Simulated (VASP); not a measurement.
GaP: single point with LDA

The system is GaP.

```xyz
2
Lattice="2.5848 2.5848 0.0000 -2.5848 2.5848 0.0000 0.0000 2.5848 2.5848" Properties=species:S:1:pos:R:3 pbc="T T T"
Ga    0.0000    0.0000    0.0000
P     1.2924    3.8772    1.2924
```

```yaml
Program: VASP 6.6.1
Task: single point
Functional: LDA
Potentials_or_basis: VASP PAW LDA potentials, release 64 (Ga_d, P)
Cutoff: 520 eV
k_mesh: 8 × 8 × 8
Occupations: gaussian, width 0.01 eV
Spin: no spin polarisation
```

```yaml
Pressure: 15.1 GPa
Band_gap_on_the_k_mesh: 1.14 eV, indirect (least direct gap 2.99 eV)
```

Levels at points of the mesh, in eV from the valence-band top:
| k point | band 7 | band 8 | band 9 | band 10 | band 11 | band 12 |
| --- | --- | --- | --- | --- | --- | --- |
| (0.00, 0.00, 0.00) | 0.00 | 0.00 | 0.00 | 2.99 | 3.71 | 3.71 |
| (0.50, 0.00, 0.00) | -7.72 | -1.39 | -1.39 | 2.01 | 4.55 | 4.55 |
| (0.50, 0.50, 0.00) | -7.66 | -3.32 | -3.32 | 1.14 | 1.46 | 11.65 |

Run time: 15 s on 1 thread of Intel(R) Xeon(R) Platinum 8259CL CPU @ 2.50GHz (Skylake/Cascade Lake), on a shared host, peak memory 0.14 GiB.

A k mesh can miss the band edges.
